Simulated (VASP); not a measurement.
# C (Fd-3m) in VASP: further runs

Runs on C. Level: LDA. Tasks: single point, relaxation of cell and atoms.

Everything below comes from runs of VASP 6.6.1. Logs are shortened: lines on timing, memory, paths and dates and some standing lists are left out, and cuts for length are marked.

## 1. The cell of the first run

The structure is cubic, space group Fd-3m (No. 227). The conventional cell has a = 3.530 Å, b = 3.530 Å, c = 3.530 Å, α = 90.00°, β = 90.00°, γ = 90.00°. Within 2.0 Å of C (site symmetry -43m) lie 4 C at 1.53 Å.

## 2. Single point, LDA

INCAR reads:

```
PREC     = Accurate       # precision mode
ENCUT    = 600            # plane-wave cutoff, eV
EDIFF    = 1E-6           # SCF threshold, eV
ISMEAR   = -1             # smearing method
SIGMA    = 0.05           # smearing width, eV
LREAL    = F              # projectors in reciprocal space
LASPH    = T              # aspherical terms in the spheres
NELM     = 120            # most SCF steps
ALGO     = Normal         # electronic algorithm
ISIF     = 2              # what is computed and relaxed
LWAVE    = F              # write WAVECAR
LCHARG   = F              # write CHGCAR
GGA      = CA             # functional
NBANDS   = 11             # bands
GGA_COMPAT= F
```

KPOINTS reads:

```
regular mesh
0
Gamma
  16 16 16
```

POSCAR reads:

```
C
1.0
    0.0000000000      1.7652320150      1.7652320150
    1.7652320150      0.0000000000      1.7652320150
    1.7652320150      1.7652320150      0.0000000000
C
2
Direct
   -0.1250000000     -0.1250000000     -0.1250000000
    0.1250000000      0.1250000000      0.1250000000
```

Potentials or basis: VASP PAW LDA potentials, release 64 (C).

Run with:

```sh
> cat potpaw_LDA.64/C/POTCAR > POTCAR
> mpirun -np 1 vasp_std > vasp.out
```

OUTCAR:

```text
PREC = Accurate
   ENCUT = 600
   EDIFF = 1E-6
   ISMEAR = -1
   LREAL = F
   LASPH = T
   NELM = 120
   ISIF = 2
   GGA = CA

 ion  position               nearest neighbor table
   1  0.875  0.875  0.875-   2 1.53   2 1.53   2 1.53   2 1.53
   2  0.125  0.125  0.125-   1 1.53   1 1.53   1 1.53   1 1.53

  LATTYP: Found a face centered cubic cell.
 ALAT       =     3.5304640300

  Lattice vectors:

 A1 = (   0.0000000000,   1.7652320150,   1.7652320150)
 A2 = (   1.7652320150,   0.0000000000,   1.7652320150)
 A3 = (   1.7652320150,   1.7652320150,   0.0000000000)

Analysis of symmetry for initial positions (statically):
=====================================================================
 Subroutine PRICEL returns:
 Original cell was already a primitive cell.

 Routine SETGRP: Setting up the symmetry group for a
 face centered cubic supercell.

 Subroutine GETGRP returns: Found 48 space group operations
 (whereof 12 operations were pure point group operations)
 out of a pool of 48 trial point group operations.

The static configuration has the point symmetry D_3d.
 The point group associated with its full space group is O_h .

Analysis of symmetry for dynamics (positions and initial velocities):
=====================================================================
 Subroutine PRICEL returns:
 Original cell was already a primitive cell.

 Routine SETGRP: Setting up the symmetry group for a
 face centered cubic supercell.

 Subroutine GETGRP returns: Found 48 space group operations
 (whereof 12 operations were pure point group operations)
 out of a pool of 48 trial point group operations.

The dynamic configuration has the point symmetry D_3d.
 The point group associated with its full space group is O_h .

 Subroutine INISYM returns: Found 48 space group operations
 (whereof 12 operations are pure point group operations),
 and found     1 'primitive' translations

----------------------------------------------------------------------------------------

                                     Primitive cell

  volume of cell :      11.0011

  direct lattice vectors                    reciprocal lattice vectors
     0.000000000  1.765232015  1.765232015    -0.283248885  0.283248885  0.283248885
     1.765232015  0.000000000  1.765232015     0.283248885 -0.283248885  0.283248885
     1.765232015  1.765232015  0.000000000     0.283248885  0.283248885 -0.283248885

[... 83 lines left out ...]
   EDIFF  = 0.1E-05   stopping-criterion for ELM
   LREAL  =      F    real-space projection
   EDIFFG = 0.1E-04   stopping-criterion for IOM
   NSW    =      0    number of steps for IOM
   IBRION =     -1    ionic relax: 0-MD 1-quasi-New 2-CG
   NFREE  =      0    steps in history (QN), initial steepest desc. (CG)
   ISIF   =      2    stress and relaxation
   ISYM   =      2    0-nonsym 1-usesym 2-fastsym
   POTIM  = 0.5000    time-step for ionic-motion
   TEBEG  =    0.0;   TEEND  =   0.0 temperature during run
   PSTRESS=    0.0 pullay stress
   NELECT =       8.0000    total number of electrons
   NUPDOWN=      -1.0000    fix difference up-down
   EMIN   =  10.00;   EMAX   =-10.00  energy-range for DOS
   EFERMI =   0.00;   METHOD = LEGACY
   ISMEAR =    -1;   SIGMA  =   0.05  broadening in eV -4-tet -1-fermi 0-gaus
   EFERMI_NEDOS =   21; number of points for ismear=-14 and -15
   IALGO  =     38    algorithm
   IMIX   =      4    mixing-type and parameters
     AMIX     =   0.40;   BMIX     =  1.00
     AMIX_MAG =   1.60;   BMIX_MAG =  1.00
  volume/ion in A,a.u.               =       5.50        37.12
  Fermi-wavevector in a.u.,A,eV,Ry     =   1.472176  2.782009 29.487932  2.167302
  Thomas-Fermi vector in A             =   2.587222
   LORBIT       =      0    0 simple, 1 ext, 2 COOP (PROOUT), +10 PAW based schemes
   GGA     = CA    functional components
   LHFCALC =     F    Hartree Fock is set to
   AEXX    =    0.0000 exact exchange contribution
   IVDW    =     0    specifies the selected vdW correction
   LEPSILON=     F    determine dielectric tensor
   LRPA    =     F    only Hartree local field effects (RPA)
 non-spin polarized calculation
  energy-cutoff  :      600.00
  volume of cell :       11.00
 maximum number of plane-waves:       380
   NGX =  9   NGY =  9   NGZ =  9

 number of electron       7.9999998 magnetization

 Free energy of the ion-electron system (eV)
  ---------------------------------------------------
  ext. energy  EPLUGINS =         0.00000000
  ---------------------------------------------------
  free energy    TOTEN  =       -20.25191274 eV

  energy without entropy =      -20.25191274  energy(sigma->0) =      -20.25191274

 E-fermi :  11.0786     XC(G=0): -13.6485

 val. band max:       10.1757967056   @ k =   0.0000   0.0000   0.0000
 cond. band min:      14.3495419059   @ k =   0.3750   0.3750   0.0000
 fundamental gap:      4.1737452003
 Fermi energy:        11.0785911198

 k-point     1 :       0.0000    0.0000    0.0000
  band No.  band energies     occupation
      1     -11.5550      2.00000
      2      10.1758      2.00000
      3      10.1758      2.00000
      4      10.1758      2.00000
      5      15.8051      0.00000
      6      15.8051      0.00000
      7      15.8051      0.00000
      8      24.4387      0.00000
      9      29.5874      0.00000
     10      37.1531      0.00000
     11      37.1531      0.00000
[... 309 lines left out ...]
 k-point    24 :      -0.0625    0.0625    0.0000
  band No.  band energies     occupation
      1     -11.2611      2.00000
      2       8.7429      2.00000
      3       9.0668      2.00000
      4       9.9927      2.00000
      5      16.1038      0.00000
      6      16.6591      0.00000
      7      16.9604      0.00000
      8      24.5637      0.00000
      9      30.0464      0.00000
     10      33.5390      0.00000
     11      34.8808      0.00000

 [... further k-points ...]
[... 5 lines left out ...]
  --------------------------------------------------------------------------------------
  -------------------------------------------------------------------------------------
  Total        0.0922206      0.0922206      0.0922206      0.0000000     -0.0000000     -0.0000000
  in kB       13.4308402     13.4308402     13.4308402      0.0000000     -0.0000000     -0.0000000
  external PRESSURE =      13.4308402 kB  Pullay stress =       0.0000000 kB

 VOLUME and BASIS-vectors are now :
 -----------------------------------------------------------------------------
  energy-cutoff  :      600.00
  volume of cell :       11.00
      direct lattice vectors                 reciprocal lattice vectors
     0.000000000  1.765232015  1.765232015    -0.283248885  0.283248885  0.283248885
     1.765232015  0.000000000  1.765232015     0.283248885 -0.283248885  0.283248885
     1.765232015  1.765232015  0.000000000     0.283248885  0.283248885 -0.283248885

 POSITION                                       TOTAL-FORCE (eV/Angst)
 -----------------------------------------------------------------------------------
      3.08916      3.08916      3.08916        -0.000000      0.000000      0.000000
      0.44131      0.44131      0.44131         0.000000     -0.000000     -0.000000
 -----------------------------------------------------------------------------------
    total drift:                                0.000000      0.000000     -0.000000

  FREE ENERGIE OF THE ION-ELECTRON SYSTEM (eV)
  ---------------------------------------------------
  free  energy   TOTEN  =       -20.2519127368 eV

  energy  without entropy=      -20.2519127368  energy(sigma->0) =      -20.25191274
```

OSZICAR:

```text
N       E                     dE             d eps       ncg     rms          rms(c)
DAV:   1    -0.276103847606E+01   -0.27610E+01   -0.49759E+03  3278   0.783E+02
DAV:   2    -0.207918017315E+02   -0.18031E+02   -0.17540E+02  4280   0.127E+02
DAV:   3    -0.211205943235E+02   -0.32879E+00   -0.32748E+00  3703   0.129E+01
DAV:   4    -0.211212548685E+02   -0.66054E-03   -0.66052E-03  3467   0.693E-01
DAV:   5    -0.211212557136E+02   -0.84517E-06   -0.84465E-06  3624   0.244E-02    0.589E+00
DAV:   6    -0.204763147295E+02    0.64494E+00   -0.34458E-01  3277   0.410E+00    0.341E+00
DAV:   7    -0.202520192408E+02    0.22430E+00   -0.40843E-01  3499   0.447E+00    0.750E-01
DAV:   8    -0.202519274817E+02    0.91759E-04   -0.10064E-02  3367   0.834E-01    0.294E-02
DAV:   9    -0.202519112401E+02    0.16242E-04   -0.38142E-05  3604   0.488E-02    0.209E-02
DAV:  10    -0.202519128154E+02   -0.15753E-05   -0.22558E-06  3471   0.125E-02    0.498E-03
DAV:  11    -0.202519127368E+02    0.78584E-07   -0.92231E-08  1711   0.233E-03
   1 F= -.20251913E+02 E0= -.20251913E+02  d E =-.252326E-10
```

Run time: 9.6 s. Hardware: 1 thread of AMD EPYC 9R45 (Zen 5), shared host; peak memory 0.09 GiB.

Results:

```
Free energy            : -20.2519 eV
Pressure               : 1.3 GPa
Band gap on the k mesh : 4.17 eV, indirect (least direct gap 5.63 eV)
```

A k mesh can miss the band edges. A hybrid or GW would open this gap; LDA tends to underestimate it.

## 3. Single point, LDA

INCAR reads:

```
ALGO = Normal
EDIFF = 1E-6
ENCUT = 600
GGA = CA
GGA_COMPAT = F
ISIF = 2
ISMEAR = -1
LASPH = T
LCHARG = T
LELF = T
LREAL = F
LVHAR = T
LWAVE = F
NBANDS = 11
NELM = 120
PREC = Accurate
SIGMA = 0.05
```

KPOINTS reads:

```
k-points
0
Gamma
  16 16 16
```

POSCAR reads:

```
C
1.0
    0.0000000000      1.7654120190      1.7654120190
    1.7654120190      0.0000000000      1.7654120190
    1.7654120190      1.7654120190      0.0000000000
C
2
Direct
   -0.1250000000     -0.1250000000     -0.1250000000
    0.1250000000      0.1250000000      0.1250000000
```

Potentials or basis: VASP PAW LDA potentials, release 64 (C).

Run with:

```sh
> cat potpaw_LDA.64/C/POTCAR > POTCAR
> mpirun -np 1 vasp_std > vasp.out
```

Run time: 10 s. Hardware: 1 thread of AMD EPYC 9R45 (Zen 5), shared host; peak memory 0.09 GiB.

It converged, with:

- Free energy: -20.2519 eV
- Pressure: 1.2 GPa
- Band gap on the k mesh: 4.17 eV, indirect (least direct gap 5.63 eV)

Levels at points of the mesh, in eV from the valence-band top:
| k point | band 1 | band 2 | band 3 | band 4 | band 5 | band 6 | band 7 | band 8 |
| --- | --- | --- | --- | --- | --- | --- | --- | --- |
| (0.00, 0.00, 0.00) | -21.73 | 0.00 | 0.00 | 0.00 | 5.63 | 5.63 | 5.63 | 14.26 |
| (0.50, 0.00, 0.00) | -15.71 | -13.70 | -2.87 | -2.87 | 8.51 | 8.51 | 9.43 | 15.68 |
| (0.50, 0.50, 0.00) | -12.83 | -12.83 | -6.48 | -6.48 | 4.77 | 4.77 | 17.09 | 17.09 |

## 4. Relaxation of cell and atoms, LDA, target pressure 0.5 GPa, at which the enthalpy is minimised

INCAR reads:

```
  PREC = Accurate
  ENCUT = 600
  EDIFF = 1E-7
  ISMEAR = -1
  SIGMA = 0.05
  LREAL = F
  LASPH = T
  NELM = 120
  ALGO = Normal
  ISIF = 3
  LWAVE = F
  LCHARG = F
  GGA = CA
  IBRION = 2
  NSW = 32
  EDIFFG = -0.005
  PSTRESS = 5.0
  GGA_COMPAT = F
  NELMIN = 4
```

KPOINTS reads:

```
regular mesh
0
Gamma
  16 16 16
```

POSCAR reads:

```
C
1.0
    0.0000000000      1.7652320150      1.7652320150
    1.7652320150      0.0000000000      1.7652320150
    1.7652320150      1.7652320150      0.0000000000
C
2
Direct
   -0.1250000000     -0.1250000000     -0.1250000000
    0.1250000000      0.1250000000      0.1250000000
```

Run with:

```sh
> cat potpaw_LDA.64/C/POTCAR > POTCAR
> mpirun -np 1 vasp_std > vasp.out
```

Wall time 13 s (1 thread of AMD EPYC 9R45 (Zen 5), shared host); peak memory 0.09 GiB.

Results (log left out):

* Free energy: -20.2520 eV
* Relaxed volume: 5.51 Å³/atom
* Relaxed cell: a = 2.498 Å, b = 2.498 Å, c = 2.498 Å, α = 60.00°, β = 60.00°, γ = 60.00°
* Space group after relaxing (to 0.05 Å): Fd-3m (No. 227)
* Energy change on relaxing (the enthalpy is what falls): -0.1 meV/atom
* Ionic steps: 3
* Pressure after relaxing: 0.5 GPa
* Band gap on the k mesh: 4.17 eV, indirect (least direct gap 5.62 eV)

Step by step:
| step | energy change (eV) | largest force (eV/Å) | pressure (GPa) | volume (Å³) |
| --- | --- | --- | --- | --- |
| 1 | 0.0000 | 0.0000 | 1.34 | 11.00 |
| 2 | -0.0001 | 0.0000 | -0.61 | 11.05 |
| 3 | -0.0001 | 0.0000 | 0.50 | 11.02 |

Final structure:
```
C
1.0
     0.00000    1.76630    1.76630
     1.76630    0.00000    1.76630
     1.76630    1.76630    0.00000
C
2
Direct
  0.87500 0.87500 0.87500
  0.12500 0.12500 0.12500
```

Levels at points of the mesh, in eV from the valence-band top:
```csv
k point,band 1,band 2,band 3,band 4,band 5,band 6,band 7,band 8
"(0.00, 0.00, 0.00)",-21.71,0.00,0.00,0.00,5.62,5.62,5.62,14.22
"(0.50, 0.00, 0.00)",-15.70,-13.68,-2.86,-2.86,8.51,8.51,9.41,15.67
"(0.50, 0.50, 0.00)",-12.81,-12.81,-6.47,-6.47,4.77,4.77,17.06,17.06
```

Caveat: the cell is relaxed towards a set pressure, so the enthalpy falls and the energy may rise. As with any semilocal functional, this LDA gap is likely too small.

## 5. The runs side by side

| task | cell | gap on the mesh (eV) | pressure (GPa) |
| --- | --- | --- | --- |
| single point | a = 2.496 Å, angles 60.0°, 2 atoms | 4.17 | 1.3 |
| single point | a = 2.497 Å, angles 60.0°, 2 atoms | 4.17 | 1.2 |
| relaxation of cell and atoms | relaxed to 0.5 GPa from a = 2.496 Å, angles 60.0°, 2 atoms | 4.17 | 0.5 |

Alike in all rows: level LDA; potentials or basis VASP PAW LDA potentials, release 64 (C); no spin polarisation; k mesh 16 × 16 × 16; cutoff (eV) 600; smearing fermi-dirac 0.05 eV.

Caveats: the cell is relaxed towards a set pressure, so the enthalpy falls and the energy may rise (some runs).

Total energies depend on the potentials used, so only differences within one code and one set of settings carry meaning.
